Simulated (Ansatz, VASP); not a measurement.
# C: VASP beside Ansatz

The input POSCAR:

```
C
1.0
    0.9436570120      2.3591425301      2.3591425301
    2.3591425301      0.9436570120      2.3591425301
    2.3591425301      2.3591425301      0.9436570120
C
2
Direct
    0.5000000000      0.5000000000      0.5000000000
    0.7500000000      0.7500000000      0.7500000000
```

Contents of INCAR.step1:

```
PREC = Accurate
ENCUT = 520
ISMEAR = 0
SIGMA = 0.05
LREAL = F
LASPH = T
NELM = 60
NBANDS = 11
GGA = PE
ALGO = Normal
EDIFF = 1E-4
LWAVE = T
LCHARG = F
```

INCAR.step2

```
PREC = Accurate
ENCUT = 520
EDIFF = 1E-6
ISMEAR = 0
SIGMA = 0.05
LREAL = F
LASPH = T
NELM = 60
ALGO = Normal
ISIF = 2
LWAVE = F
LCHARG = F
METAGGA = R2SCAN
LMIXTAU = T
NBANDS = 11
ISTART = 1
```

File KPOINTS:

```
regular mesh
0
Gamma
  12 12 12
```

Input for Ansatz:

```yaml
crystal:
  lattice:
    - [0.943657012, 2.3591425301, 2.3591425301]
    - [2.3591425301, 0.943657012, 2.3591425301]
    - [2.3591425301, 2.3591425301, 0.943657012]
  atoms:
    - { symbol: C, position: [0.5, 0.5, 0.5] }
    - { symbol: C, position: [0.75, 0.75, 0.75] }
basis:
  ecutwfc: 500
kpoints:
  mp_grid: { grid: [12, 12, 12] }
hamiltonian:
  xc: r2scan
scf:
  occupations: { method: gaussian, width: 0.05 }
output:
  forces: true
  stress: true
  eigenvalues: true
  write_density: true
  write_potential: true
  elf: true
  volumetric_format: npy
```

Alike in both runs: task single point; functional r2SCAN; k mesh 12 × 12 × 12; occupations gaussian, width 0.05 eV; no spin polarisation.

```csv
,VASP,Ansatz
version,VASP 6.6.1,Ansatz 0.2.0
potentials or method,"VASP PAW PBE potentials, release 64 (C), cutoff 520 eV","scalar-relativistic, plane waves, PAW"
valence electrons in the cell,8,8
```

Ansatz gave:

```
gap on the k mesh at the Fermi level (eV) : none
rms of the force components (eV/Å)        : 0.430
```

**Question.** What did VASP give for the same quantities?

**Answer.** gap on the k mesh at the Fermi level (eV): none; rms of the force components (eV/Å): 0.328.

VASP's potentials were made for PBE, not for r2SCAN. Atom by atom the forces differ by 0.102 eV/Å (rms over components). A gap of «none» marks a metal or a gap that the smearing closes.
